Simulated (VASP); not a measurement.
# P (P6_3/mmc) in VASP: a series of runs

P is run at these levels: PBEsol; tasks: single point.

Everything below comes from runs of VASP 6.6.1. Logs are shortened: lines on timing, memory, paths and dates and some standing lists are left out, and cuts for length are marked.

### Step 1. The cell of the first run

The structure is hexagonal, space group P6_3/mmc (No. 194). The conventional cell has a = 2.049 Å, b = 2.049 Å, c = 3.448 Å, α = 90.00°, β = 90.00°, γ = 120.00°. P (site symmetry -6m2) has 12 P at 2.05 to 2.09 Å within 2.7 Å.

This isn't the form of P at room conditions, which is orthorhombic.

### Step 2. Single point, PBEsol (6.27 Å³/atom)

INCAR reads:

```
PREC = Accurate
ENCUT = 500
EDIFF = 1E-6
ISMEAR = -1
SIGMA = 0.08
LREAL = F
LASPH = T
NELM = 120
ALGO = Normal
ISIF = 2
LWAVE = F
LCHARG = F
GGA = PS
NBANDS = 12
GGA_COMPAT = F
```

KPOINTS reads:

```
regular mesh
0
Gamma
  16 16 9
```

POSCAR reads:

```
P
1.0
    2.0487559573      0.0000000000      0.0000000000
   -1.0243779786      1.7742747052      0.0000000000
    0.0000000000      0.0000000000      3.4480677790
P
2
Direct
    0.3333333333      0.6666666667      0.2500000000
    0.6666666667      0.3333333333      0.7500000000
```

Potentials or basis: VASP PAW PBE potentials, release 64 (P).

Run with:

```sh
$ cat potpaw_PBE.64/P/POTCAR > POTCAR
$ mpirun -np 1 vasp_std > vasp.out
```

OUTCAR:

```text
PREC = Accurate
   ENCUT = 500
   EDIFF = 1E-6
   ISMEAR = -1
   LREAL = F
   LASPH = T
   NELM = 120
   ISIF = 2
   GGA = PS

 ion  position               nearest neighbor table
   1  0.333  0.667  0.250-   2 2.09   2 2.09   2 2.09   2 2.09   2 2.09   2 2.09   2 2.93   2 2.93
                             2 2.93   2 2.93   2 2.93   2 2.93
   2  0.667  0.333  0.750-   1 2.09   1 2.09   1 2.09   1 2.09   1 2.09   1 2.09   1 2.93   1 2.93
                             1 2.93   1 2.93   1 2.93   1 2.93

  LATTYP: Found a hexagonal cell.
 ALAT       =     2.0487559573
 C/A-ratio  =     1.6830056146

  Lattice vectors:

 A1 = (   2.0487559573,   0.0000000000,   0.0000000000)
 A2 = (  -1.0243779786,   1.7742747052,   0.0000000000)
 A3 = (   0.0000000000,   0.0000000000,   3.4480677790)

Analysis of symmetry for initial positions (statically):
=====================================================================
 Subroutine PRICEL returns:
 Original cell was already a primitive cell.

 Routine SETGRP: Setting up the symmetry group for a
 hexagonal supercell.

 Subroutine GETGRP returns: Found 24 space group operations
 (whereof 12 operations were pure point group operations)
 out of a pool of 24 trial point group operations.

The static configuration has the point symmetry D_3d.
 The point group associated with its full space group is D_6h.

Analysis of symmetry for dynamics (positions and initial velocities):
=====================================================================
 Subroutine PRICEL returns:
 Original cell was already a primitive cell.

 Routine SETGRP: Setting up the symmetry group for a
 hexagonal supercell.

 Subroutine GETGRP returns: Found 24 space group operations
 (whereof 12 operations were pure point group operations)
 out of a pool of 24 trial point group operations.

The dynamic configuration has the point symmetry D_3d.
 The point group associated with its full space group is D_6h.

 Subroutine INISYM returns: Found 24 space group operations
 (whereof 12 operations are pure point group operations),
 and found     1 'primitive' translations

----------------------------------------------------------------------------------------

                                     Primitive cell

  volume of cell :      12.5339

  direct lattice vectors                    reciprocal lattice vectors
     2.048755957  0.000000000  0.000000000     0.488101082  0.281805291  0.000000000
    -1.024377979  1.774274705  0.000000000     0.000000000  0.563610582  0.000000000
     0.000000000  0.000000000  3.448067779     0.000000000  0.000000000  0.290017501
[... 95 lines left out ...]
   NELECT =      10.0000    total number of electrons
   NUPDOWN=      -1.0000    fix difference up-down
   EMIN   =  10.00;   EMAX   =-10.00  energy-range for DOS
   EFERMI =   0.00;   METHOD = LEGACY
   ISMEAR =    -1;   SIGMA  =   0.08  broadening in eV -4-tet -1-fermi 0-gaus
   EFERMI_NEDOS =   21; number of points for ismear=-14 and -15
   IALGO  =     38    algorithm
   IMIX   =      4    mixing-type and parameters
     AMIX     =   0.40;   BMIX     =  1.00
     AMIX_MAG =   1.60;   BMIX_MAG =  1.00
  volume/ion in A,a.u.               =       6.27        42.29
  Fermi-wavevector in a.u.,A,eV,Ry     =   1.518376  2.869314 31.367746  2.305464
  Thomas-Fermi vector in A             =   2.627505
   LORBIT       =      0    0 simple, 1 ext, 2 COOP (PROOUT), +10 PAW based schemes
   GGA     = PS    functional components
   LHFCALC =     F    Hartree Fock is set to
   AEXX    =    0.0000 exact exchange contribution
   IVDW    =     0    specifies the selected vdW correction
   LEPSILON=     F    determine dielectric tensor
   LRPA    =     F    only Hartree local field effects (RPA)
 non-spin polarized calculation
  energy-cutoff  :      500.00
  volume of cell :       12.53
 maximum number of plane-waves:       328
 NGX is ok and might be reduce to    16
   NGX =  7   NGY =  7   NGZ = 13

 number of electron      10.0000002 magnetization

 Free energy of the ion-electron system (eV)
  ---------------------------------------------------
  ext. energy  EPLUGINS =         0.00000000
  ---------------------------------------------------
  free energy    TOTEN  =        -0.79369134 eV

  energy without entropy =       -0.78336451  energy(sigma->0) =       -0.78852793

 E-fermi :  26.4584     XC(G=0): -15.4693

 val. band max:       26.4421341802   @ k =   0.3125   0.1250   0.3333
 cond. band min:      26.4596460384   @ k =   0.4375   0.1250   0.0000
 fundamental gap:      0.0175118582
 Fermi energy:        26.4583802941

 k-point     1 :       0.0000    0.0000    0.0000
  band No.  band energies     occupation
      1      -1.8831      2.00000
      2       9.0917      2.00000
      3      10.3106      2.00000
      4      38.3038      0.00000
      5      38.3038      0.00000
      6      38.4249      0.00000
      7      38.5472      0.00000
      8      38.5472      0.00000
      9      43.6832      0.00000
     10      45.9100      0.00000
     11      46.9949      0.00000
     12      47.0373      0.00000
[... 331 lines left out ...]
 k-point    24 :       0.2500    0.1875    0.0000
  band No.  band energies     occupation
      1       4.4814      2.00000
      2      15.0711      2.00000
      3      15.1127      2.00000
      4      18.4892      2.00000
      5      21.4022      2.00000
      6      28.0963      0.00000
      7      30.2204      0.00000
      8      31.5020      0.00000
      9      33.4079      0.00000
     10      43.4563      0.00000
     11      47.5759      0.00000
     12      48.5448      0.00000

 [... further k-points ...]

------------------------ aborting loop because EDIFF is reached ----------------------------------------

  FORCE on cell =-STRESS in cart. coord.  units (eV):
  Direction    XX          YY          ZZ          XY          YZ          ZX
  --------------------------------------------------------------------------------------
  -------------------------------------------------------------------------------------
  Total       29.5847579     29.5847579     29.6158705      0.0000000      0.0000000      0.0000000
  in kB     3781.7404323   3781.7404324   3785.7174738      0.0000001      0.0000000      0.0000000
  external PRESSURE =    3783.0661128 kB  Pullay stress =       0.0000000 kB

 VOLUME and BASIS-vectors are now :
 -----------------------------------------------------------------------------
  energy-cutoff  :      500.00
  volume of cell :       12.53
      direct lattice vectors                 reciprocal lattice vectors
     2.048755957  0.000000000  0.000000000     0.488101082  0.281805291  0.000000000
    -1.024377979  1.774274705  0.000000000     0.000000000  0.563610582  0.000000000
     0.000000000  0.000000000  3.448067779     0.000000000  0.000000000  0.290017501

 POSITION                                       TOTAL-FORCE (eV/Angst)
 -----------------------------------------------------------------------------------
     -0.00000      1.18285      0.86202        -0.000000      0.000000      0.000000
      1.02438      0.59142      2.58605         0.000000     -0.000000      0.000000
 -----------------------------------------------------------------------------------
    total drift:                               -0.000000      0.000000     -0.000000

  FREE ENERGIE OF THE ION-ELECTRON SYSTEM (eV)
  ---------------------------------------------------
  free  energy   TOTEN  =        -0.7936913404 eV

  energy  without entropy=       -0.7833645141  energy(sigma->0) =       -0.78852793
```

OSZICAR:

```text
N       E                     dE             d eps       ncg     rms          rms(c)
DAV:   1     0.278112778952E+02    0.27811E+02   -0.52590E+03  3668   0.771E+02
DAV:   2    -0.374409523768E+00   -0.28186E+02   -0.27012E+02  4868   0.142E+02
DAV:   3    -0.969983302420E+00   -0.59557E+00   -0.59384E+00  4636   0.169E+01
DAV:   4    -0.970798268878E+00   -0.81497E-03   -0.81491E-03  4376   0.752E-01
DAV:   5    -0.970799363604E+00   -0.10947E-05   -0.10934E-05  4544   0.238E-02    0.269E+01
DAV:   6    -0.856908956417E+00    0.11389E+00   -0.13699E-02  3984   0.810E-01    0.154E+01
DAV:   7    -0.793926968321E+00    0.62982E-01   -0.26659E-02  3964   0.113E+00    0.180E-01
DAV:   8    -0.793719934186E+00    0.20703E-03   -0.10931E-04  5012   0.866E-02    0.965E-02
DAV:   9    -0.793692658948E+00    0.27275E-04   -0.14962E-05  4292   0.268E-02    0.838E-03
DAV:  10    -0.793691314846E+00    0.13441E-05   -0.50353E-07  2952   0.536E-03    0.454E-03
DAV:  11    -0.793691340403E+00   -0.25557E-07   -0.50076E-08  2340   0.163E-03
   1 F= -.79369134E+00 E0= -.78852793E+00  d E =-.103268E-01
```

stdout:

```text
POSCAR found type information on POSCAR P
 POSCAR found :  1 types and       2 ions
 scaLAPACK will be used
 -----------------------------------------------------------------------------
|                                                                             |
|                                                                             |
|     You enforced a specific xc type in the INCAR file but a different       |
|     I HOPE YOU KNOW WHAT YOU ARE DOING!                                     |
|                                                                             |
 -----------------------------------------------------------------------------

 LDA part: xc-table for (Slater+PW92), standard interpolation
 POSCAR, INCAR and KPOINTS ok, starting setup
 FFT: planning ... GRIDC
 FFT: planning ... GRID_SOFT
 FFT: planning ... GRID
 WAVECAR not read
 entering main loop
```

Wall time 19 s (1 thread of AMD EPYC 7R43 (Zen 3), shared host); peak memory 0.09 GiB.

Results:

```yaml
Free_energy: -0.7937 eV
Pressure: 378.3 GPa
Band_gap_on_the_k_mesh: zero (bands 5 and 6 overlap by 20.85 eV)
```

Caveat: the cell stands under pressure; the PAW data sets were made with another functional, which shifts forces and pressure a little.

### Step 3. Single point, PBEsol (7.29 Å³/atom)

This run uses another cell than the first one, of 7.29 Å³/atom.

Changes to INCAR since step 2:

```diff
@@ -11,4 +11,6 @@
 LWAVE = F
-LCHARG = F
+LCHARG = T
 GGA = PS
+LELF = T
+LVHAR = T
 NBANDS = 12
```

KPOINTS is that of step 2.

POSCAR reads:

```
P
1.0
    2.1964324945      0.0000000000      0.0000000000
   -1.0982162473      1.9021663380      0.0000000000
    0.0000000000      0.0000000000      3.4883662940
P
2
Direct
    0.3333333333      0.6666666667      0.2500000000
    0.6666666667      0.3333333333      0.7500000000
```

Potentials or basis: VASP PAW PBE potentials, release 64 (P).

Run with:

```sh
$ cat potpaw_PBE.64/P/POTCAR > POTCAR
$ mpirun -np 1 vasp_std > vasp.out
```

Wall time 20 s (1 thread of AMD EPYC 7R43 (Zen 3), shared host); peak memory 0.09 GiB.

It converged, with:

```yaml
Free_energy: -4.5842 eV
Pressure: 230.5 GPa
Band_gap_on_the_k_mesh: zero (bands 5 and 6 overlap by 18.83 eV)
```

Stress tensor (GPa, compression positive):
```
230.66   0.00   0.00
  0.00 230.66   0.00
  0.00   0.00 230.14
```

Levels at points of the mesh, in eV from the Fermi level:
| k point | band 3 | band 4 | band 5 | band 6 | band 7 | band 8 |
| --- | --- | --- | --- | --- | --- | --- |
| (0.00, 0.00, 0.00) | -13.81 | 8.99 | 8.99 | 10.02 | 10.02 | 12.98 |
| (0.50, 0.00, 0.00) | -6.68 | -4.99 | -4.93 | -3.91 | 1.11 | 5.02 |

Caveat: the cell stands under pressure; the PAW data sets were made with another functional, which shifts forces and pressure a little.

### Step 4. Single point, PBEsol

This run uses another cell than the first one, of 8.45 Å³/atom.

INCAR reads:

```
  PREC = Accurate
  ENCUT = 500
  EDIFF = 1E-6
  ISMEAR = -4
  SIGMA = 0.1
  LREAL = False
  LASPH = True
  NELM = 120
  ALGO = Normal
  ISIF = 2
  LWAVE = False
  LCHARG = False
  GGA = PS
  NBANDS = 12
  GGA_COMPAT = False
```

KPOINTS is that of step 3.

POSCAR reads:

```
P
1.0
    2.3828181145      0.0000000000      0.0000000000
   -1.1914090572      2.0635810197      0.0000000000
    0.0000000000      0.0000000000      3.4382227133
P
2
Direct
    0.3333333333      0.6666666667      0.2500000000
    0.6666666667      0.3333333333      0.7500000000
```

Potentials or basis: VASP PAW PBE potentials, release 64 (P).

Run with:

```sh
$ cat potpaw_PBE.64/P/POTCAR > POTCAR
$ mpirun -np 1 vasp_std > vasp.out
```

OUTCAR:

```text
PREC = Accurate
   ENCUT = 500
   EDIFF = 1E-6
   ISMEAR = -4
   LREAL = False
   LASPH = True
   NELM = 120
   ISIF = 2
   GGA = PS

 ion  position               nearest neighbor table
   1  0.333  0.667  0.250-   2 2.20   2 2.20   2 2.20   2 2.20   2 2.20   2 2.20
   2  0.667  0.333  0.750-   1 2.20   1 2.20   1 2.20   1 2.20   1 2.20   1 2.20

  LATTYP: Found a hexagonal cell.
 ALAT       =     2.3828181145
 C/A-ratio  =     1.4429228536

  Lattice vectors:

 A1 = (   2.3828181145,   0.0000000000,   0.0000000000)
 A2 = (  -1.1914090572,   2.0635810197,   0.0000000000)
 A3 = (   0.0000000000,   0.0000000000,   3.4382227133)

Analysis of symmetry for initial positions (statically):
=====================================================================
 Subroutine PRICEL returns:
 Original cell was already a primitive cell.

 Routine SETGRP: Setting up the symmetry group for a
 hexagonal supercell.

 Subroutine GETGRP returns: Found 24 space group operations
 (whereof 12 operations were pure point group operations)
 out of a pool of 24 trial point group operations.

The static configuration has the point symmetry D_3d.
 The point group associated with its full space group is D_6h.

Analysis of symmetry for dynamics (positions and initial velocities):
=====================================================================
 Subroutine PRICEL returns:
 Original cell was already a primitive cell.

 Routine SETGRP: Setting up the symmetry group for a
 hexagonal supercell.

 Subroutine GETGRP returns: Found 24 space group operations
 (whereof 12 operations were pure point group operations)
 out of a pool of 24 trial point group operations.

The dynamic configuration has the point symmetry D_3d.
 The point group associated with its full space group is D_6h.

 Subroutine INISYM returns: Found 24 space group operations
 (whereof 12 operations are pure point group operations),
 and found     1 'primitive' translations

[... 126 lines left out ...]
   LRPA    =     F    only Hartree local field effects (RPA)
 non-spin polarized calculation
 Fermi weights with tetrahedron method witout Bloechl corrections
  energy-cutoff  :      500.00
  volume of cell :       16.91
 maximum number of plane-waves:       451
 NGX is ok and might be reduce to    18
   NGX =  9   NGY =  9   NGZ = 13

 number of electron      10.0000003 magnetization

 Free energy of the ion-electron system (eV)
  ---------------------------------------------------
  ext. energy  EPLUGINS =         0.00000000
  ---------------------------------------------------
  free energy    TOTEN  =        -6.91864560 eV

  energy without entropy =       -6.91864560  energy(sigma->0) =       -6.91864560

 E-fermi :  19.2152     XC(G=0): -13.9939

 val. band max:       19.7707748151   @ k =   0.3125  -0.0000   0.1111
 cond. band min:      18.7377090835   @ k =   0.4375   0.0000   0.0000
 fundamental gap:     -1.0330657316
 Fermi energy:        19.2151978204

 k-point     1 :       0.0000    0.0000    0.0000
  band No.  band energies     occupation
      1      -4.0248      2.00000
      2       6.9608      2.00000
      3       8.6486      2.00000
      4      24.9147      0.00000
      5      24.9147      0.00000
      6      27.1616      0.00000
      7      27.1616      0.00000
      8      31.7334      0.00000
      9      32.6529      0.00000
     10      34.9101      0.00000
     11      34.9107      0.00000
     12      35.4168      0.00000
[... 331 lines left out ...]
 k-point    24 :       0.2500    0.1875    0.0000
  band No.  band energies     occupation
      1       0.7542      2.00000
      2      10.5563      2.00000
      3      11.3750      2.00000
      4      12.6751      2.00000
      5      13.9140      2.00000
      6      20.7239      0.19619
      7      22.9471      0.00000
      8      24.5109      0.00000
      9      24.8491      0.00000
     10      30.3575      0.00000
     11      34.0342      0.00000
     12      41.0610      0.00000

 [... further k-points ...]

------------------------ aborting loop because EDIFF is reached ----------------------------------------

  FORCE on cell =-STRESS in cart. coord.  units (eV):
  Direction    XX          YY          ZZ          XY          YZ          ZX
  --------------------------------------------------------------------------------------
  -------------------------------------------------------------------------------------
  Total       14.5997366     14.5997366     14.4572104      0.0000000     -0.0000000      0.0000000
  in kB     1383.5956270   1383.5956269   1370.0886288      0.0000000     -0.0000000      0.0000000
  external PRESSURE =    1379.0932942 kB  Pullay stress =       0.0000000 kB

 VOLUME and BASIS-vectors are now :
 -----------------------------------------------------------------------------
  energy-cutoff  :      500.00
  volume of cell :       16.91
      direct lattice vectors                 reciprocal lattice vectors
     2.382818115  0.000000000  0.000000000     0.419671142  0.242297247  0.000000000
    -1.191409057  2.063581020  0.000000000     0.000000000  0.484594494  0.000000000
     0.000000000  0.000000000  3.438222713     0.000000000  0.000000000  0.290847942

 POSITION                                       TOTAL-FORCE (eV/Angst)
 -----------------------------------------------------------------------------------
     -0.00000      1.37572      0.85956         0.000000     -0.000000      0.000000
      1.19141      0.68786      2.57867        -0.000000      0.000000      0.000000
 -----------------------------------------------------------------------------------
    total drift:                                0.000000     -0.000000      0.000000

  FREE ENERGIE OF THE ION-ELECTRON SYSTEM (eV)
  ---------------------------------------------------
  free  energy   TOTEN  =        -6.9186456020 eV

  energy  without entropy=       -6.9186456020  energy(sigma->0) =       -6.91864560
```

stdout:

```text
POSCAR found type information on POSCAR P
 POSCAR found :  1 types and       2 ions
 scaLAPACK will be used
 -----------------------------------------------------------------------------
[... 23 lines left out ...]
|     Tetrahedron method does not include variations of the Fermi             |
|     occupations, so forces and stress will be inaccurate. We suggest        |
|     using a different smearing scheme ISMEAR = 1 or 2 for metals in         |
|     relaxations.                                                            |
|                                                                             |
 -----------------------------------------------------------------------------
```

It took 31 s on 1 thread of AMD EPYC 7R43 (Zen 3), shared host; peak memory 0.1 GiB.

Results:

```yaml
Free_energy: -6.9186 eV
Pressure: 137.9 GPa
Band_gap_on_the_k_mesh: zero (bands 5 and 6 overlap by 15.07 eV)
```

Caveat: the cell stands under pressure; the PAW data sets were made with another functional, which shifts forces and pressure a little.

(Part 1 of 2 ends here.)
